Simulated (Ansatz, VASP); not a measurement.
One calculation of BP, two programs

```
B P
1.0
     0.00000    2.39874    2.26832
     2.39874    0.00000    2.26832
     2.39874    2.39874    0.00000
B P
1 1
Direct
  0.00000 0.00000 0.00000
  0.25000 0.25000 0.25000
```

Change from the starting cell: biaxial_xy strain +5.8%.

Alike in both runs: task single point; functional HSE06; k mesh 6 × 6 × 6; no spin polarisation.

|  | VASP | Ansatz |
| --- | --- | --- |
| version | VASP 6.6.1 | Ansatz 0.2.0 |
| potentials or method | VASP PAW PBE potentials, release 64 (B, P) | plane waves, PAW |
| plane-wave cutoff (eV) | 520 | 420 |
| occupations | gaussian, width 0.01 eV | fixed |
| valence electrons in the cell | 8 | 8 |

VASP gave:

| Item | Value |
| --- | --- |
| gap on the k mesh at the Fermi level (eV) | 1.42 |
| pressure (GPa) | -17.1 |
| traceless stress, the component that is largest in VASP (GPa) | 8.95 |

Question: Which values does Ansatz return?

Answer: gap on the k mesh at the Fermi level (eV): 1.42; pressure (GPa): -16.7; traceless stress, the component that is largest in VASP (GPa): 8.93.

Ansatz's warnings: stress exchange threshold loose, stress scf threshold loose.
